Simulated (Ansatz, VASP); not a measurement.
One calculation of Al, two programs

```
Al
1.0
     2.81442    0.00000    0.00000
    -1.40721    2.43736    0.00000
     0.00000    0.00000    9.24105
Al
4
Direct
  0.00000 0.00000 0.00000
  0.44821 0.89642 0.21970
  0.00000 0.00000 0.50000
  0.66667 0.33333 0.75000
```

Alike in both runs: task single point; functional PBE; dispersion D3(BJ); k mesh 18 × 18 × 4; occupations gaussian, width 0.15 eV; no spin polarisation.

|  | VASP | Ansatz |
| --- | --- | --- |
| version | VASP 6.6.1 | Ansatz 0.2.0 |
| potentials or method | VASP PAW PBE potentials, release 64 (Al), cutoff 520 eV | scalar-relativistic, plane waves, PAW |
| valence electrons in the cell | 12 | 12 |

```csv
,VASP,Ansatz,Ansatz less VASP
gap on the k mesh at the Fermi level (eV),none,none,-
pressure (GPa),2.9,2.9,0.00
"traceless stress, the component that is largest in VASP (GPa)",-3.11,-3.11,+0.003
rms of the force components (eV/Å),0.784,0.783,-0.0006
```

Atom by atom the forces differ by 0.001 eV/Å (rms over components). A gap of «none» marks a metal or a gap that the smearing closes.
